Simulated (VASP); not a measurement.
Input of a VASP 6.6.1 run:

Contents of INCAR:

```
SYSTEM = Cu3Au
PREC = Accurate
ENCUT = 600
EDIFF = 1E-6
ISMEAR = 0
SIGMA = 0.1
LREAL = .False.
LASPH = .True.
NELM = 120
ALGO = Normal
ISIF = 2
LWAVE = .False.
LCHARG = .False.
GGA = PE
NBANDS = 30
GGA_COMPAT = .False.
```

Contents of KPOINTS:

```
regular mesh
0
Gamma
  6 6 6
  0 0 0
```

The input POSCAR:

```
Cu3Au
1.0
    3.7799069504      0.0000000000      0.0000000000
    0.0000000000      3.7799069504      0.0000000000
    0.0000000000      0.0000000000      3.7799069504
Cu Au
3 1
Direct
    0.0000000000      0.5000000000      0.5000000000
    0.5000000000      0.5000000000      0.0000000000
    0.5000000000      0.0000000000      0.5000000000
    0.0000000000      0.0000000000      0.0000000000
```

Potentials or basis: VASP PAW PBE potentials, release 64 (Cu, Au).

Command:

```bash
$ cat potpaw_PBE.64/Cu/POTCAR potpaw_PBE.64/Au/POTCAR > POTCAR
$ mpirun -np 1 vasp_std > vasp.out
```

Question: What does it give for the band gap on the k mesh?

Answer: Zero (band 22 reaches 9.23 eV, above the bottom of band 23 at 6.97 eV).

Question: Estimate the pressure.

Answer: 0.3 GPa.

Caveat: spin-orbit coupling is left out, which moves the levels of the heavy elements.
